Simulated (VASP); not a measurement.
A run of VASP 6.6.1:

The input INCAR:

```
SYSTEM = BaTe
  PREC = Accurate
  ENCUT = 600
  EDIFF = 1E-6
  ISMEAR = 0
  SIGMA = 0.02
  LREAL = .FALSE.
  LASPH = .TRUE.
  NELM = 100
  ALGO = Normal
  ISIF = 4
  LWAVE = .FALSE.
  LCHARG = .FALSE.
  GGA = PE
  IBRION = 2
  NSW = 50
  EDIFFG = -0.01
```

File KPOINTS:

```
Automatic mesh
0
G
  9 9 6
  0 0 0
```

Contents of POSCAR:

```
BaTe
1.0
    4.6415932084      0.0000000000      0.0000000000
   -2.3207966042      4.0197376325      0.0000000000
    0.0000000000      0.0000000000      4.3029520005
Ba Te
1 1
Direct
    0.3333333333      0.6666666667      0.5000000000
    0.0000000000      0.0000000000      0.0000000000
```

Potentials or basis: VASP PAW PBE potentials, release 64 (Ba_sv, Te).

Launch:

```bash
$ cat potpaw_PBE.64/Ba_sv/POTCAR potpaw_PBE.64/Te/POTCAR > POTCAR
$ mpirun -np 1 vasp_std > vasp.out
```

Hardware: 1 thread of Intel(R) Xeon(R) Platinum 8488C (Sapphire Rapids), on a shared host.

How long does it take, and how much memory?

Wall time 76 s on 1 thread of Intel(R) Xeon(R) Platinum 8488C (Sapphire Rapids), with other jobs on the host, peak memory 0.27 GiB. Counts: scf iterations 23, k points 48, ion steps 3.
